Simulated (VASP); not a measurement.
# SiO2 (P4_2/mnm) in VASP: further runs

SiO2 is run at these levels: PBE; tasks: single point.

Everything below comes from runs of VASP 6.6.1. Logs are shortened: lines on timing, memory, paths and dates and some standing lists are left out, and cuts for length are marked.

## 1. The cell of the first run

The structure is tetragonal, space group P4_2/mnm (No. 136). The conventional cell has a = 4.067 Å, b = 4.067 Å, c = 2.475 Å, α = 90.00°, β = 90.00°, γ = 90.00°. Within 2.2 Å of Si (site symmetry mmm) lie 6 O at 1.66 to 1.77 Å. Within 2.2 Å of O (site symmetry m2m) lie 3 Si at 1.66 to 1.77 Å.

## 2. Single point, PBE (strain -0.040 along x and y, -0.080 along z)

INCAR reads:

```
PREC = Accurate ; ENCUT = 520
EDIFF = 1E-6 ; ISMEAR = 0
SIGMA = 0.05 ; LREAL = F
LASPH = T ; NELM = 100
ALGO = Normal ; ISIF = 2
LWAVE = F ; LCHARG = T
GGA = PE ; LELF = T
LVHAR = T ; NBANDS = 25
```

KPOINTS reads:

```
Automatic mesh
0
Gamma
  6 6 8
```

POSCAR reads:

```
SiO2
1.0
    4.0666718729      0.0000000000      0.0000000000
    0.0000000000      4.0666718729      0.0000000000
    0.0000000000      0.0000000000      2.4752398578
Si O
2 4
Direct
    0.5000000000      0.5000000000      0.5000000000
    0.0000000000      0.0000000000      0.0000000000
    0.6930152167      0.6930152167      0.0000000000
    0.1930152167      0.8069847833      0.5000000000
    0.3069847833      0.3069847833      0.0000000000
    0.8069847833      0.1930152167      0.5000000000
```

Potentials or basis: VASP PAW PBE potentials, release 64 (Si, O).

Command:

```console
cat potpaw_PBE.64/Si/POTCAR potpaw_PBE.64/O/POTCAR > POTCAR
mpirun -np 1 vasp_std > vasp.out
```

OUTCAR:

```text
PREC = Accurate
   ENCUT = 520
   EDIFF = 1E-6
   ISMEAR = 0
   LREAL = F
   LASPH = T
   NELM = 100
   ISIF = 2
   GGA = PE

 ion  position               nearest neighbor table
   1  0.500  0.500  0.500-   3 1.66   5 1.66   3 1.66   5 1.66   4 1.77   6 1.77   2 3.13   2 3.13
                             2 3.13   2 3.13   2 3.13   2 3.13   2 3.13   2 3.13
   2  0.000  0.000  0.000-   4 1.66   6 1.66   4 1.66   6 1.66   5 1.77   3 1.77   1 3.13   1 3.13
                             1 3.13   1 3.13   1 3.13   1 3.13   1 3.13   1 3.13
   3  0.693  0.693  0.000-   1 1.66   1 1.66   2 1.77
   4  0.193  0.807  0.500-   2 1.66   2 1.66   1 1.77
   5  0.307  0.307  0.000-   1 1.66   1 1.66   2 1.77
   6  0.807  0.193  0.500-   2 1.66   2 1.66   1 1.77

  LATTYP: Found a simple tetragonal cell.
 ALAT       =     4.0666718729
 C/A-ratio  =     0.6086647596

  Lattice vectors:

 A1 = (   4.0666718729,   0.0000000000,   0.0000000000)
 A2 = (   0.0000000000,   4.0666718729,   0.0000000000)
 A3 = (   0.0000000000,   0.0000000000,   2.4752398578)

Analysis of symmetry for initial positions (statically):
=====================================================================
 Subroutine PRICEL returns:
 Original cell was already a primitive cell.

 Routine SETGRP: Setting up the symmetry group for a
 simple tetragonal supercell.

 Subroutine GETGRP returns: Found 16 space group operations
 (whereof  8 operations were pure point group operations)
 out of a pool of 16 trial point group operations.

The static configuration has the point symmetry D_2h.
 The point group associated with its full space group is D_4h.

Analysis of symmetry for dynamics (positions and initial velocities):
=====================================================================
 Subroutine PRICEL returns:
 Original cell was already a primitive cell.

 Routine SETGRP: Setting up the symmetry group for a
 simple tetragonal supercell.

 Subroutine GETGRP returns: Found 16 space group operations
 (whereof  8 operations were pure point group operations)
 out of a pool of 16 trial point group operations.

The dynamic configuration has the point symmetry D_2h.
 The point group associated with its full space group is D_4h.

 Subroutine INISYM returns: Found 16 space group operations
 (whereof  8 operations are pure point group operations),
 and found     1 'primitive' translations

----------------------------------------------------------------------------------------

                                     Primitive cell

  volume of cell :      40.9351

  direct lattice vectors                    reciprocal lattice vectors
     4.066671873  0.000000000  0.000000000     0.245901325  0.000000000  0.000000000
     0.000000000  4.066671873  0.000000000     0.000000000  0.245901325  0.000000000
     0.000000000  0.000000000  2.475239858     0.000000000  0.000000000  0.404001251

  length of vectors
     4.066671873  4.066671873  2.475239858     0.245901325  0.245901325  0.404001251

  position of ions in fractional coordinates (direct lattice)
     0.500000000  0.500000000  0.500000000
     0.000000000  0.000000000  0.000000000
     0.693015217  0.693015217  0.000000000
     0.193015217  0.806984783  0.500000000
     0.306984783  0.306984783  0.000000000
     0.806984783  0.193015217  0.500000000

  ion indices of the primitive-cell ions
   primitive index   ion index
                 1           1
                 2           2
                 3           3
                 4           4
                 5           5
                 6           6

----------------------------------------------------------------------------------------

 KPOINTS: Automatic mesh

Automatic generation of k-mesh.
 Grid dimensions read from file:
 generate k-points for:    6    6    8

 Generating k-lattice:

  Cartesian coordinates                     Fractional coordinates (reciprocal lattice)
     0.040983554  0.000000000  0.000000000     0.166666667  0.000000000  0.000000000
     0.000000000  0.040983554  0.000000000     0.000000000  0.166666667  0.000000000
     0.000000000  0.000000000  0.050500156     0.000000000  0.000000000  0.125000000

  Length of vectors
     0.040983554  0.040983554  0.050500156

  Shift w.r.t. Gamma in fractional coordinates (k-lattice)
     0.000000000  0.000000000  0.000000000

 Subroutine IBZKPT returns following result:
 ===========================================

 Found     50 irreducible k-points:

 Following reciprocal coordinates:
            Coordinates               Weight
  0.000000  0.000000  0.000000      1.000000
  0.166667  0.000000  0.000000      4.000000
  0.333333  0.000000  0.000000      4.000000
  0.500000  0.000000  0.000000      2.000000
  0.166667  0.166667  0.000000      4.000000
  0.333333  0.166667  0.000000      8.000000
[... 16 lines left out ...]
  0.333333  0.000000  0.250000      8.000000
  0.500000  0.000000  0.250000      4.000000
 [... further k-points ...]
   k-points           NKPTS =     50   k-points in BZ     NKDIM =     50   number of bands    NBANDS=     25
   number of dos      NEDOS =    301   number of ions     NIONS =      6
   total plane-waves  NPLWV =  16200
   dimension x,y,z NGX =    30 NGY =   30 NGZ =   18
   dimension x,y,z NGXF=    60 NGYF=   60 NGZF=   36
   ions per type =               2   4
   NGX,Y,Z   is equivalent  to a cutoff of  12.26, 12.26, 12.09 a.u.
   NGXF,Y,Z  is equivalent  to a cutoff of  24.53, 24.53, 24.18 a.u.
 SYSTEM =  unknown system
   PREC   = accura    normal or accurate (medium, high low for compatibility)
   ISTART =      0    job   : 0-new  1-cont  2-samecut
   ICHARG =      2    charge: 1-file 2-atom 10-const
   ISPIN  =      1    spin polarized calculation?
   LNONCOLLINEAR =      F non collinear calculations
   LSORBIT =      F    spin-orbit coupling
   LASPH  =      T    aspherical Exc in radial PAW
   ENCUT  =  520.0 eV  38.22 Ry    6.18 a.u.   7.56  7.56  4.60*2*pi/ulx,y,z
   NELM   =    100;   NELMIN=  2; NELMDL= -5     # of ELM steps
   EDIFF  = 0.1E-05   stopping-criterion for ELM
   LREAL  =      F    real-space projection
   EDIFFG = 0.1E-04   stopping-criterion for IOM
   NSW    =      0    number of steps for IOM
   IBRION =     -1    ionic relax: 0-MD 1-quasi-New 2-CG
   NFREE  =      0    steps in history (QN), initial steepest desc. (CG)
   ISIF   =      2    stress and relaxation
   ISYM   =      2    0-nonsym 1-usesym 2-fastsym
   POTIM  = 0.5000    time-step for ionic-motion
   TEBEG  =    0.0;   TEEND  =   0.0 temperature during run
   PSTRESS=    0.0 pullay stress
   NELECT =      32.0000    total number of electrons
   NUPDOWN=      -1.0000    fix difference up-down
   EMIN   =  10.00;   EMAX   =-10.00  energy-range for DOS
   EFERMI =   0.00;   METHOD = LEGACY
   ISMEAR =     0;   SIGMA  =   0.05  broadening in eV -4-tet -1-fermi 0-gaus
   EFERMI_NEDOS =   21; number of points for ismear=-14 and -15
   IALGO  =     38    algorithm
   IMIX   =      4    mixing-type and parameters
     AMIX     =   0.40;   BMIX     =  1.00
     AMIX_MAG =   1.60;   BMIX_MAG =  1.00
  volume/ion in A,a.u.               =       6.82        46.04
  Fermi-wavevector in a.u.,A,eV,Ry     =   1.508087  2.849871 30.944076  2.274325
  Thomas-Fermi vector in A             =   2.618587
   LORBIT       =      0    0 simple, 1 ext, 2 COOP (PROOUT), +10 PAW based schemes
   GGA     = PE    functional components
   LHFCALC =     F    Hartree Fock is set to
   AEXX    =    0.0000 exact exchange contribution
   IVDW    =     0    specifies the selected vdW correction
   LEPSILON=     F    determine dielectric tensor
   LRPA    =     F    only Hartree local field effects (RPA)
 non-spin polarized calculation
 Gauss-broadening in eV      SIGMA  =   0.05
  energy-cutoff  :      520.00
  volume of cell :       40.94
 maximum number of plane-waves:      1121
   NGX = 15   NGY = 15   NGZ =  9

 number of electron      32.0000032 magnetization

 Free energy of the ion-electron system (eV)
  ---------------------------------------------------
  ext. energy  EPLUGINS =         0.00000000
  ---------------------------------------------------
  free energy    TOTEN  =       -44.67730595 eV

  energy without entropy =      -44.67730595  energy(sigma->0) =      -44.67730595

 E-fermi :  10.3314     XC(G=0): -12.9315

 val. band max:        9.9936092131   @ k =   0.0000   0.0000   0.0000
 cond. band min:      17.9846045309   @ k =   0.0000   0.0000   0.0000
 fundamental gap:      7.9909953178
 Fermi energy:        10.3314154059

 k-point     1 :       0.0000    0.0000    0.0000
  band No.  band energies     occupation
      1     -14.0245      2.00000
      2      -9.7976      2.00000
      3      -9.7976      2.00000
      4      -9.7034      2.00000
      5      -1.5703      2.00000
      6       2.6059      2.00000
[... 17 lines left out ...]
     24      25.6946      0.00000
     25      27.0812      0.00000

 k-point     2 :       0.1667    0.0000    0.0000
  band No.  band energies     occupation
      1     -13.8637      2.00000
      2     -10.6688      2.00000
      3      -9.7113      2.00000
      4      -9.1656      2.00000
      5      -1.4559      2.00000
      6       1.8177      2.00000
[... 17 lines left out ...]
     24      24.9362      0.00000
     25      26.9453      0.00000

 k-point     3 :       0.3333    0.0000    0.0000
  band No.  band energies     occupation
      1     -13.3925      2.00000
      2     -11.6977      2.00000
      3      -9.4799      2.00000
      4      -9.0187      2.00000
      5      -1.0721      2.00000
      6       0.6457      2.00000
[... 552 lines left out ...]
 k-point    23 :       0.3333    0.0000    0.2500
  band No.  band energies     occupation
      1     -12.4545      2.00000
      2     -10.9592      2.00000
      3      -9.0530      2.00000
      4      -8.8207      2.00000
      5      -0.3121      2.00000
      6       1.2127      2.00000
[... 17 lines left out ...]
     24      24.7221      0.00000
     25      24.9419      0.00000

 k-point    24 :       0.5000    0.0000    0.2500
  band No.  band energies     occupation
      1     -11.7851      2.00000
      2     -11.7851      2.00000
      3      -8.8916      2.00000
      4      -8.8916      2.00000
      5       0.4327      2.00000
      6       0.4327      2.00000
[... 17 lines left out ...]
     24      24.3487      0.00000
     25      25.1805      0.00000

 [... further k-points ...]

------------------------ aborting loop because EDIFF is reached ----------------------------------------

  FORCE on cell =-STRESS in cart. coord.  units (eV):
  Direction    XX          YY          ZZ          XY          YZ          ZX
  --------------------------------------------------------------------------------------
  -------------------------------------------------------------------------------------
  Total       14.8393157     14.8393157     26.6660734     -0.0000000      0.0000000      0.0000000
  in kB      580.8030683    580.8030683   1043.6961940     -0.0000000      0.0000000      0.0000000
  external PRESSURE =     735.1007769 kB  Pullay stress =       0.0000000 kB

 VOLUME and BASIS-vectors are now :
 -----------------------------------------------------------------------------
  energy-cutoff  :      520.00
  volume of cell :       40.94
      direct lattice vectors                 reciprocal lattice vectors
     4.066671873  0.000000000  0.000000000     0.245901325  0.000000000  0.000000000
     0.000000000  4.066671873  0.000000000     0.000000000  0.245901325  0.000000000
     0.000000000  0.000000000  2.475239858     0.000000000  0.000000000  0.404001251

 POSITION                                       TOTAL-FORCE (eV/Angst)
 -----------------------------------------------------------------------------------
      2.03334      2.03334      1.23762         0.000000      0.000000      0.000000
      0.00000      0.00000      0.00000         0.000000      0.000000      0.000000
      2.81827      2.81827      0.00000         1.023886      1.023886      0.000000
      0.78493      3.28174      1.23762         1.023886     -1.023886     -0.000000
      1.24841      1.24841      0.00000        -1.023886     -1.023886     -0.000000
      3.28174      0.78493      1.23762        -1.023886      1.023886      0.000000
 -----------------------------------------------------------------------------------
    total drift:                               -0.000000      0.000000     -0.000000

  FREE ENERGIE OF THE ION-ELECTRON SYSTEM (eV)
  ---------------------------------------------------
  free  energy   TOTEN  =       -44.6773059464 eV

  energy  without entropy=      -44.6773059464  energy(sigma->0) =      -44.67730595
```

It took 21 s on 1 thread of Intel Xeon 6975P-C (Granite Rapids), shared host; peak memory 0.16 GiB.

What came out:

```
Free energy            : -44.6773 eV
Pressure               : 73.5 GPa
Largest force          : 1.448 eV/Å
Band gap on the k mesh : 7.99 eV, direct
```

Forces in eV/Å, atoms in the order of the input:
```
Si   0.000  0.000  0.000
Si   0.000  0.000  0.000
O    1.024  1.024  0.000
O    1.024 -1.024  0.000
O   -1.024 -1.024  0.000
O   -1.024  1.024  0.000
```

Caveat: the cell differs from its parent crystal (strain -0.040 along x and y, -0.080 along z); forces of over 1 eV/Å act on the atoms, so gaps and moduli don't describe the material at rest. A k mesh can miss the band edges.

## 3. Single point, PBE (strain -0.080 along x and y, +0.040 along z)

INCAR reads:

```
PREC     = Accurate       # precision mode
ENCUT    = 520            # plane-wave cutoff, eV
EDIFF    = 1E-6           # SCF threshold, eV
ISMEAR   = 0              # smearing method
SIGMA    = 0.05           # smearing width, eV
LREAL    = F              # projectors in reciprocal space
LASPH    = T              # aspherical terms in the spheres
NELM     = 100            # most SCF steps
ALGO     = Normal         # electronic algorithm
ISIF     = 2              # what is computed and relaxed
LWAVE    = F              # write WAVECAR
LCHARG   = F              # write CHGCAR
GGA      = PE             # functional
NBANDS   = 25             # bands
```

KPOINTS is that of step 2.

POSCAR, as its differences from that of step 2:

```diff
@@ -2,5 +2,5 @@
 1.0
-    4.0666718729      0.0000000000      0.0000000000
-    0.0000000000      4.0666718729      0.0000000000
-    0.0000000000      0.0000000000      2.4752398578
+    3.8972272116      0.0000000000      0.0000000000
+    0.0000000000      3.8972272116      0.0000000000
+    0.0000000000      0.0000000000      2.7980972306
 Si O
```

Potentials or basis: VASP PAW PBE potentials, release 64 (Si, O).

Command:

```console
cat potpaw_PBE.64/Si/POTCAR potpaw_PBE.64/O/POTCAR > POTCAR
mpirun -np 1 vasp_std > vasp.out
```

It took 29 s on 1 thread of Intel Xeon 6975P-C (Granite Rapids), shared host; peak memory 0.17 GiB.

It converged, with:

* Free energy: -45.0301 eV
* Pressure: 45.9 GPa
* Largest force: 1.121 eV/Å
* Band gap on the k mesh: 5.51 eV, direct

Forces on the atoms (eV/Å):
```
Si   0.000  0.000  0.000
Si   0.000  0.000  0.000
O    0.793  0.793  0.000
O    0.793 -0.793  0.000
O   -0.793 -0.793  0.000
O   -0.793  0.793  0.000
```

Stress tensor (GPa, compression positive):
```
63.31  0.00  0.00
 0.00 63.31  0.00
 0.00  0.00 10.97
```

Levels at points of the mesh, in eV from the valence-band top:
| k point | band 13 | band 14 | band 15 | band 16 | band 17 | band 18 | band 19 | band 20 |
| --- | --- | --- | --- | --- | --- | --- | --- | --- |
| (0.00, 0.00, 0.00) | -2.86 | -0.68 | -0.68 | 0.00 | 5.51 | 6.71 | 7.71 | 7.71 |
| (0.50, 0.00, 0.00) | -3.10 | -3.10 | -0.99 | -0.99 | 7.73 | 7.73 | 8.65 | 8.65 |
| (0.50, 0.50, 0.00) | -3.08 | -3.08 | -1.98 | -1.98 | 7.47 | 7.47 | 9.93 | 9.93 |
| (0.00, 0.00, 0.50) | -3.74 | -3.74 | -2.74 | -2.74 | 10.74 | 10.74 | 12.83 | 12.83 |
| (0.50, 0.00, 0.50) | -2.02 | -2.02 | -1.72 | -1.72 | 10.23 | 10.23 | 12.20 | 12.20 |
| (0.50, 0.50, 0.50) | -1.46 | -1.46 | -1.43 | -1.43 | 8.97 | 8.97 | 12.16 | 12.16 |

Caveat: the cell differs from its parent crystal (strain -0.080 along x and y, +0.040 along z); forces of over 1 eV/Å act on the atoms, so gaps and moduli don't describe the material at rest. A k mesh can miss the band edges.

## 4. Single point, PBE (strain -0.040 along x and y, -0.040 along z)

INCAR reads:

```
SYSTEM = SiO2
  PREC = Accurate
  ENCUT = 520
  EDIFF = 1E-6
  ISMEAR = 0
  SIGMA = 0.05
  LREAL = .False.
  LASPH = .True.
  NELM = 60
  ALGO = Normal
  ISIF = 2
  LWAVE = .False.
  LCHARG = .False.
  GGA = PE
  NBANDS = 25
```

KPOINTS reads:

```
Automatic mesh
0
Gamma
  6 6 8
  0 0 0
```

POSCAR, as its differences from that of step 3:

```diff
@@ -2,5 +2,5 @@
 1.0
-    3.8972272116      0.0000000000      0.0000000000
-    0.0000000000      3.8972272116      0.0000000000
-    0.0000000000      0.0000000000      2.7980972306
+    4.0666718729      0.0000000000      0.0000000000
+    0.0000000000      4.0666718729      0.0000000000
+    0.0000000000      0.0000000000      2.5828589820
 Si O
```

Command:

```console
cat potpaw_PBE.64/Si/POTCAR potpaw_PBE.64/O/POTCAR > POTCAR
mpirun -np 1 vasp_std > vasp.out
```

Wall time 24 s (1 thread of Intel Xeon 6975P-C (Granite Rapids), shared host); peak memory 0.16 GiB.

It converged, with:

| Item | Value |
| --- | --- |
| Free energy | -45.5585 eV |
| Pressure | 47.5 GPa |
| Largest force | 1.016 eV/Å |
| Band gap on the k mesh | 7.08 eV, direct |

Forces on the atoms (eV/Å):
```
Si   0.000  0.000  0.000
Si   0.000  0.000  0.000
O    0.718  0.718  0.000
O    0.718 -0.718  0.000
O   -0.718 -0.718  0.000
O   -0.718  0.718  0.000
```

Stress tensor (GPa, compression positive):
```
43.55  0.00  0.00
 0.00 43.55  0.00
 0.00  0.00 55.55
```

Levels at points of the mesh, in eV from the valence-band top:
```
           k point  band 13  band 14  band 15  band 16  band 17  band 18  band 19  band 20
(0.00, 0.00, 0.00)    -2.62    -0.92    -0.92     0.00     7.08     7.29     9.37     9.37
(0.50, 0.00, 0.00)    -2.88    -2.88    -1.18    -1.18     8.88     8.88     9.93     9.93
(0.50, 0.50, 0.00)    -2.79    -2.79    -2.58    -2.58     8.48     8.48    10.95    10.95
(0.00, 0.00, 0.50)    -3.46    -3.46    -3.01    -3.01    10.31    10.31    13.57    13.57
(0.50, 0.00, 0.50)    -2.50    -2.50    -1.97    -1.97     9.73     9.73    10.82    10.82
(0.50, 0.50, 0.50)    -1.96    -1.96    -1.74    -1.74     8.38     8.38    11.61    11.61
```

Caveat: the cell differs from its parent crystal (strain -0.040 along x and y, -0.040 along z); forces of over 1 eV/Å act on the atoms, so gaps and moduli don't describe the material at rest.

## 5. The runs side by side

| cell | gap on the mesh (eV) | pressure (GPa) | largest force (eV/Å) |
| --- | --- | --- | --- |
| a = 4.067, b = 4.067, c = 2.475 Å, 6 atoms | 7.99 | 73.5 | 1.45 |
| a = 3.897, b = 3.897, c = 2.798 Å, 6 atoms | 5.51 | 45.9 | 1.12 |
| a = 4.067, b = 4.067, c = 2.583 Å, 6 atoms | 7.08 | 47.5 | 1.02 |

Alike in all rows: task single point; level PBE; potentials or basis VASP PAW PBE potentials, release 64 (Si, O); no spin polarisation; k mesh 6 × 6 × 8; cutoff (eV) 520; smearing gaussian 0.05 eV.

Caveats: forces of over 1 eV/Å act on the atoms, so gaps and moduli don't describe the material at rest.

Absolute energies hang on the potentials; compare differences alone.
